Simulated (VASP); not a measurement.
# Si2W (I4/mmm) in VASP: notebook

The runs below take Si2W through electric field gradients, with PBEsol.

Program: VASP 6.6.1. These are calculated values, not measurements. Logs are shortened: lines on timing, memory, paths and dates and some standing lists are left out, and cuts for length are marked.

## Step 1: The cell of the first run

The structure is tetragonal, space group I4/mmm (No. 139). Conventional cell: a = 3.214 Å, b = 3.214 Å, c = 7.830 Å, α = 90.00°, β = 90.00°, γ = 90.00°. Si (site symmetry 4mm) has 9 Si at 2.59 to 3.21 Å and 5 W at 2.62 Å within 3.4 Å. W (site symmetry 4/mmm) has 10 Si at 2.62 Å and 4 W at 3.21 Å within 3.4 Å.

## Step 2: Electric field gradients, PBEsol

INCAR

```
SYSTEM = Si2W
PREC     = Accurate       ! precision mode
ENCUT    = 520            ! plane-wave cutoff, eV
EDIFF    = 1E-8           ! SCF threshold, eV
ISMEAR   = -1             ! smearing method
SIGMA    = 0.05           ! smearing width, eV
LREAL    = .False.        ! projectors in reciprocal space
LASPH    = .True.         ! aspherical terms in the spheres
NELM     = 60             ! most SCF steps
ALGO     = Normal         ! electronic algorithm
ISIF     = 2              ! what is computed and relaxed
LWAVE    = .False.        ! write WAVECAR
LCHARG   = .False.        ! write CHGCAR
GGA      = PS             ! functional
LEFG     = .True.       
NBANDS   = 18             ! bands
```

KPOINTS

```
regular mesh
0
Gamma
  13 13 13
  0 0 0
```

POSCAR

```
Si2W
1.0
   -1.6069000000      1.6069000000      3.9149500000
    1.6069000000     -1.6069000000      3.9149500000
    1.6069000000      1.6069000000     -3.9149500000
Si W
2 1
Direct
    0.3347000000      0.3347000000      0.0000000000
    0.6653000000      0.6653000000      0.0000000000
    0.0000000000      0.0000000000      0.0000000000
```

Potentials or basis: VASP PAW PBE potentials, release 64 (Si, W_sv).

Started as:

```bash
cat potpaw_PBE.64/Si/POTCAR potpaw_PBE.64/W_sv/POTCAR > POTCAR
mpirun -np 1 vasp_std > vasp.out
```

OUTCAR:

```text
SYSTEM = Si2W
   PREC = Accurate
   ENCUT = 520
   EDIFF = 1E-8
   ISMEAR = -1
   LREAL = .False.
   LASPH = .True.
   NELM = 60
   ISIF = 2
   GGA = PS

 ion  position               nearest neighbor table
   1  0.335  0.335  0.000-   2 2.59   3 2.62   3 2.62   3 2.62   3 2.62   3 2.62   2 2.63   2 2.63
                             2 2.63   2 2.63
   2  0.665  0.665  0.000-   1 2.59   3 2.62   3 2.62   3 2.62   3 2.62   3 2.62   1 2.63   1 2.63
                             1 2.63   1 2.63
   3  0.000  0.000  0.000-   2 2.62   2 2.62   2 2.62   1 2.62   2 2.62   1 2.62   1 2.62   1 2.62
                             1 2.62   2 2.62

  LATTYP: Found a body centered tetragonal cell.
 ALAT       =     3.2138000000
 C/A-ratio  =     2.4363370465

  Lattice vectors:

 A1 = (  -1.6069000000,   1.6069000000,   3.9149500000)
 A2 = (   1.6069000000,  -1.6069000000,   3.9149500000)
 A3 = (   1.6069000000,   1.6069000000,  -3.9149500000)

Analysis of symmetry for initial positions (statically):
=====================================================================
 Subroutine PRICEL returns:
 Original cell was already a primitive cell.

 Routine SETGRP: Setting up the symmetry group for a
 body centered tetragonal supercell.

 Subroutine GETGRP returns: Found 16 space group operations
 (whereof 16 operations were pure point group operations)
 out of a pool of 16 trial point group operations.

The static configuration has the point symmetry D_4h.

Analysis of symmetry for dynamics (positions and initial velocities):
=====================================================================
 Subroutine PRICEL returns:
 Original cell was already a primitive cell.

 Routine SETGRP: Setting up the symmetry group for a
 body centered tetragonal supercell.

 Subroutine GETGRP returns: Found 16 space group operations
 (whereof 16 operations were pure point group operations)
 out of a pool of 16 trial point group operations.

The dynamic configuration has the point symmetry D_4h.

 Subroutine INISYM returns: Found 16 space group operations
 (whereof 16 operations are pure point group operations),
 and found     1 'primitive' translations

----------------------------------------------------------------------------------------

                                     Primitive cell

  volume of cell :      40.4356

  direct lattice vectors                    reciprocal lattice vectors
    -1.606900000  1.606900000  3.914950000     0.000000000  0.311158131  0.127715552
     1.606900000 -1.606900000  3.914950000     0.311158131  0.000000000  0.127715552
     1.606900000  1.606900000 -3.914950000     0.311158131  0.311158131  0.000000000

  length of vectors
     4.526708376  4.526708376  4.526708376     0.336348992  0.336348992  0.440044048

  position of ions in fractional coordinates (direct lattice)
     0.334700000  0.334700000  0.000000000
     0.665300000  0.665300000  0.000000000
     0.000000000  0.000000000  0.000000000

  ion indices of the primitive-cell ions
   primitive index   ion index
                 1           1
                 2           2
                 3           3

----------------------------------------------------------------------------------------

 KPOINTS: regular mesh

Automatic generation of k-mesh.
 Grid dimensions read from file:
 generate k-points for:   13   13   13

 Generating k-lattice:

  Cartesian coordinates                     Fractional coordinates (reciprocal lattice)
     0.000000000  0.023935241  0.009824273     0.076923077  0.000000000  0.000000000
     0.023935241  0.000000000  0.009824273     0.000000000  0.076923077  0.000000000
     0.023935241  0.023935241  0.000000000     0.000000000  0.000000000  0.076923077
[... 39 lines left out ...]
   k-points           NKPTS =    196   k-points in BZ     NKDIM =    196   number of bands    NBANDS=     18
   number of dos      NEDOS =    301   number of ions     NIONS =      3
   total plane-waves  NPLWV =  46656
   dimension x,y,z NGX =    36 NGY =   36 NGZ =   36
   dimension x,y,z NGXF=    72 NGYF=   72 NGZF=   72
   ions per type =               2   1
   NGX,Y,Z   is equivalent  to a cutoff of  13.22, 13.22, 13.22 a.u.
   NGXF,Y,Z  is equivalent  to a cutoff of  26.44, 26.44, 26.44 a.u.
 SYSTEM =  Si2W
   PREC   = accura    normal or accurate (medium, high low for compatibility)
   ISTART =      0    job   : 0-new  1-cont  2-samecut
   ICHARG =      2    charge: 1-file 2-atom 10-const
   ISPIN  =      1    spin polarized calculation?
   LNONCOLLINEAR =      F non collinear calculations
   LSORBIT =      F    spin-orbit coupling
   LASPH  =      T    aspherical Exc in radial PAW
   ENCUT  =  520.0 eV  38.22 Ry    6.18 a.u.   8.42  8.42  8.42*2*pi/ulx,y,z
   NELM   =     60;   NELMIN=  2; NELMDL= -5     # of ELM steps
   EDIFF  = 0.1E-07   stopping-criterion for ELM
   LREAL  =      F    real-space projection
   EDIFFG = 0.1E-06   stopping-criterion for IOM
   NSW    =      0    number of steps for IOM
   IBRION =     -1    ionic relax: 0-MD 1-quasi-New 2-CG
   NFREE  =      0    steps in history (QN), initial steepest desc. (CG)
   ISIF   =      2    stress and relaxation
   ISYM   =      2    0-nonsym 1-usesym 2-fastsym
   POTIM  = 0.5000    time-step for ionic-motion
   TEBEG  =    0.0;   TEEND  =   0.0 temperature during run
   PSTRESS=    0.0 pullay stress
   NELECT =      22.0000    total number of electrons
   NUPDOWN=      -1.0000    fix difference up-down
   EMIN   =  10.00;   EMAX   =-10.00  energy-range for DOS
   EFERMI =   0.00;   METHOD = LEGACY
   ISMEAR =    -1;   SIGMA  =   0.05  broadening in eV -4-tet -1-fermi 0-gaus
   EFERMI_NEDOS =   21; number of points for ismear=-14 and -15
   IALGO  =     38    algorithm
   IMIX   =      4    mixing-type and parameters
     AMIX     =   0.40;   BMIX     =  1.00
     AMIX_MAG =   1.60;   BMIX_MAG =  1.00
  volume/ion in A,a.u.               =      13.48        90.96
  Fermi-wavevector in a.u.,A,eV,Ry     =   1.336476  2.525573 24.302284  1.786167
  Thomas-Fermi vector in A             =   2.465099
   LORBIT       =      0    0 simple, 1 ext, 2 COOP (PROOUT), +10 PAW based schemes
   GGA     = PS    functional components
   LHFCALC =     F    Hartree Fock is set to
   AEXX    =    0.0000 exact exchange contribution
   IVDW    =     0    specifies the selected vdW correction
   LEPSILON=     F    determine dielectric tensor
   LRPA    =     F    only Hartree local field effects (RPA)
 non-spin polarized calculation
  energy-cutoff  :      520.00
  volume of cell :       40.44
 maximum number of plane-waves:      1108
 NGX is ok and might be reduce to    36
   NGX = 17   NGY = 17   NGZ = 17

 number of electron      21.9999999 magnetization

 Free energy of the ion-electron system (eV)
  ---------------------------------------------------
  ext. energy  EPLUGINS =         0.00000000
  ---------------------------------------------------
  free energy    TOTEN  =       -26.63958806 eV

  energy without entropy =      -26.63795871  energy(sigma->0) =      -26.63877339

 E-fermi :  11.8751     XC(G=0): -12.6061

 val. band max:       11.8469449993   @ k =  -0.3846  -0.4615   0.3846
 cond. band min:      11.9243662256   @ k =  -0.3846  -0.4615   0.3077
 fundamental gap:      0.0774212263
 Fermi energy:        11.8750782304

 k-point     1 :       0.0000    0.0000    0.0000
  band No.  band energies     occupation
      1     -61.9478      2.00000
      2     -26.2110      2.00000
      3     -26.1913      2.00000
      4     -26.1913      2.00000
      5      -2.2102      2.00000
      6       4.9974      2.00000
[... 481 lines left out ...]
      5       1.9187      2.00000
      6       2.3949      2.00000
[... 10 lines left out ...]
     17      19.2817      0.00000
     18      20.5694      0.00000

 [... further k-points ...]

------------------------ aborting loop because EDIFF is reached ----------------------------------------

  FORCE on cell =-STRESS in cart. coord.  units (eV):
  Direction    XX          YY          ZZ          XY          YZ          ZX
  --------------------------------------------------------------------------------------
  -------------------------------------------------------------------------------------
  Total       -0.4530539     -0.4530539     -0.3346987      0.0000000      0.0000000      0.0000000
  in kB      -17.9513266    -17.9513266    -13.2617464      0.0000000      0.0000000      0.0000000
  external PRESSURE =     -16.3881332 kB  Pullay stress =       0.0000000 kB

 VOLUME and BASIS-vectors are now :
 -----------------------------------------------------------------------------
  energy-cutoff  :      520.00
  volume of cell :       40.44
      direct lattice vectors                 reciprocal lattice vectors
    -1.606900000  1.606900000  3.914950000     0.000000000  0.311158131  0.127715552
     1.606900000 -1.606900000  3.914950000     0.311158131  0.000000000  0.127715552
     1.606900000  1.606900000 -3.914950000     0.311158131  0.311158131  0.000000000

 POSITION                                       TOTAL-FORCE (eV/Angst)
 -----------------------------------------------------------------------------------
      0.00000      0.00000      2.62067        -0.000000     -0.000000     -0.016691
      0.00000      0.00000      5.20923        -0.000000     -0.000000      0.016691
      0.00000      0.00000      0.00000         0.000000      0.000000     -0.000000
 -----------------------------------------------------------------------------------
    total drift:                               -0.000000     -0.000000      0.000000

  FREE ENERGIE OF THE ION-ELECTRON SYSTEM (eV)
  ---------------------------------------------------
  free  energy   TOTEN  =       -26.6395880643 eV

  energy  without entropy=      -26.6379587139  energy(sigma->0) =      -26.63877339

 Electric field gradients (V/A^2)
---------------------------------------------------------------------
 ion       V_xx      V_yy      V_zz      V_xy      V_xz      V_yz
---------------------------------------------------------------------
   1       4.786     4.786    -9.572    -0.000    -0.000    -0.000
   2       4.786     4.786    -9.572    -0.000    -0.000    -0.000
   3      71.453    71.453  -142.905     0.000    -0.000    -0.000
---------------------------------------------------------------------

 Electric field gradients after diagonalization (V/A^2)
 (convention: |V_zz| > |V_xx| > |V_yy|)
----------------------------------------------------------------------
 ion       V_xx      V_yy      V_zz     asymmetry (V_yy - V_xx)/ V_zz
----------------------------------------------------------------------
   1       4.786     4.786    -9.572       0.000
   2       4.786     4.786    -9.572       0.000
   3      71.453    71.452  -142.905       0.000
----------------------------------------------------------------------

           NMR quadrupolar parameters

 Cq : quadrupolar parameter    Cq=e*Q*V_zz/h
 eta: asymmetry parameters     (V_yy - V_xx)/ V_zz
 Q  : nuclear electric quadrupole moment in mb (millibarn)
----------------------------------------------------------------------
 ion       Cq(MHz)       eta       Q (mb)
----------------------------------------------------------------------
   1      -0.023       0.000       1.000
   2      -0.023       0.000       1.000
   3      -0.346       0.000       1.000
----------------------------------------------------------------------
```

It took 2.5 min on 1 thread of Intel Xeon Platinum 8259CL at 2.50GHz (Skylake/Cascade Lake), shared host; peak memory 0.3 GiB.

What came out:

| Property | Result |
| --- | --- |
| Free energy | -26.6396 eV |
| Pressure | -1.6 GPa |
| Largest force | 0.017 eV/Å |
| Band gap on the k mesh | zero (band 11 reaches 12.58 eV, above the bottom of band 12 at 11.39 eV) |

Forces on the atoms (eV/Å):
```
Si   0.000  0.000 -0.017
Si   0.000  0.000  0.017
W    0.000  0.000  0.000
```

Stress tensor (GPa, compression positive):
```
-1.80  0.00  0.00
 0.00 -1.80  0.00
 0.00  0.00 -1.33
```

Levels at points of the mesh, in eV from the Fermi level:
```tsv
k point	band 7	band 8	band 9	band 10	band 11	band 12	band 13	band 14	band 15	band 16
(0.00, 0.00, 0.00)	-3.73	-3.37	-2.86	-2.86	0.59	2.75	2.89	3.07	3.07	4.59
```

Electric field gradients, principal values (V/Å²):
```
atom   least  middle  greatest (by size)
1 Si   4.786   4.786              -9.572
2 Si   4.786   4.786              -9.572
 3 W  71.452  71.453            -142.905
```

Caveat: without QUAD_EFG the Cq values of the log hold for a quadrupole moment of 1 mb, not for the nuclei; the PAW data sets were made with another functional, which shifts forces and pressure a little; spin-orbit coupling is left out, which moves the levels of the heavy elements.

(Continued in part 2 of 2.)
